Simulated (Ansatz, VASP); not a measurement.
## Si2N in VASP and in Ansatz

The input INCAR:

```
PREC = Accurate
ENCUT = 520
EDIFF = 1E-7
ISMEAR = 0
SIGMA = 0.1
LREAL = False
LASPH = True
NELM = 100
ALGO = Normal
ISIF = 2
LWAVE = False
LCHARG = False
GGA = PE
NBANDS = 14
```

File KPOINTS:

```
Automatic mesh
0
Gamma
  6 6 4
```

POSCAR

```
Si2N
1.0
    2.9088847700      0.0000000000      0.0000000000
   -1.4544423800      2.5191681100      0.0000000000
    0.0000000000      0.0000000000      5.3037825600
Si N
2 1
Direct
    0.6666666700      0.3333333300      0.7542821200
    0.3333333300      0.6666666700      0.2457178800
    0.0000000000      0.0000000000      0.0000000000
```

Input for Ansatz:

```yaml
crystal:
  lattice:
    - [2.90888477, 0.0, 0.0]
    - [-1.45444238, 2.51916811, 0.0]
    - [0.0, 0.0, 5.30378256]
  atoms:
    - { symbol: Si, position: [0.66666667, 0.33333333, 0.75428212] }
    - { symbol: Si, position: [0.33333333, 0.66666667, 0.24571788] }
    - { symbol: "N", position: [0.0, 0.0, 0.0] }
basis:
  ecutwfc: 420
kpoints:
  mp_grid: { grid: [6, 6, 4] }
hamiltonian:
  xc: pbe
scf:
  occupations: { method: gaussian, width: 0.1 }
  lower_state_search: "off"
output:
  forces: true
  stress: true
  eigenvalues: true
```

Change from the starting cell: species swapped into the TaS2 type (P-3m1, No. 164).

Alike in both runs: task single point; functional PBE; k mesh 6 × 6 × 4; occupations gaussian, width 0.1 eV; no spin polarisation.

|  | VASP | Ansatz |
| --- | --- | --- |
| version | VASP 6.6.1 | Ansatz 0.2.0 |
| potentials or method | VASP PAW PBE potentials, release 64 (Si, N), cutoff 520 eV | scalar-relativistic, plane waves, PAW |
| valence electrons in the cell | 13 | 13 |

```csv
,VASP,Ansatz,Ansatz less VASP
gap on the k mesh at the Fermi level (eV),none,none,-
pressure (GPa),-8.5,-8.5,-0.01
"traceless stress, the component that is largest in VASP (GPa)",12.54,12.56,+0.023
rms of the force components (eV/Å),0.301,0.307,+0.0059
```

Atom by atom the forces differ by 0.006 eV/Å (rms over components). A gap of «none» marks a metal or a gap that the smearing closes.

The k mesh is coarse, so the values compare programs but aren't converged.
